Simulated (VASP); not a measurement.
Runs of VASP 6.6.1 on Pt. The typed cell holds 1 atom: a = 2.743 Å, b = 2.761 Å, c = 2.721 Å, α = 109.34°, β = 109.59°, γ = 109.30°. 

```tsv
level	potentials or basis	smearing	gap on the mesh (eV)	pressure (GPa)
PBEsol	VASP PAW PBE potentials, release 64 (Pt)	methfessel-paxton 0.05 eV	none	-11.4
PBEsol	VASP PAW PBE potentials, release 64 (Pt)	methfessel-paxton 0.01 eV	none	-11.4
PBEsol	VASP PAW PBE potentials, release 64 (Pt)	methfessel-paxton 0.005 eV	none	-11.4
r2SCAN	VASP PAW PBE potentials, release 64 (Pt)	fermi-dirac 0.1 eV	none	-5.6
LDA	VASP PAW LDA potentials, release 64 (Pt)	methfessel-paxton 0.05 eV	none	(a)
```

Alike in all rows: task single point; no spin polarisation; cell as given; k mesh 9 × 8 × 9; cutoff (eV) 520.

Question: Fill in the values left out.

Answer: (a) -15.4.

Caveats: spin-orbit coupling is left out, which moves the levels of the heavy elements; the PAW data sets were made with another functional, which shifts forces and pressure a little (some runs).

A k mesh can miss the band edges, and the runs leave out spin-orbit coupling on Pt.

A gap of «none» marks levels without a gap at the run's occupations.
